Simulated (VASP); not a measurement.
The system is PtSe2.

```xyz
3
Lattice="3.7278 0.0000 0.0000 -1.8639 3.2284 0.0000 0.0000 0.0000 5.0313" Properties=species:S:1:pos:R:3 pbc="T T T"
Pt    0.0000    0.0000    0.0000
Se    0.0000    2.1522    1.3092
Se    1.8639    1.0761    3.7221
```

Program: VASP 6.6.1. Alike in all runs: task electric field gradients; no spin polarisation; cell as given; k mesh 14 × 14 × 9; cutoff (eV) 520; smearing fermi-dirac 0.05 eV.

**Question.** Order these runs on this cell by their pressure, lowest first.
A. level PBEsol; potentials or basis VASP PAW PBE potentials, release 64 (Pt, Se)
B. level r2SCAN; potentials or basis VASP PAW PBE potentials, release 64 (Pt, Se)
C. level LDA; potentials or basis VASP PAW LDA potentials, release 64 (Pt, Se)

**Answer.** C (-2.9 GPa), A (-0.7 GPa), B (2.1 GPa).

Caveats: the PAW data sets were made with another functional, which shifts forces and pressure a little (at least some runs).
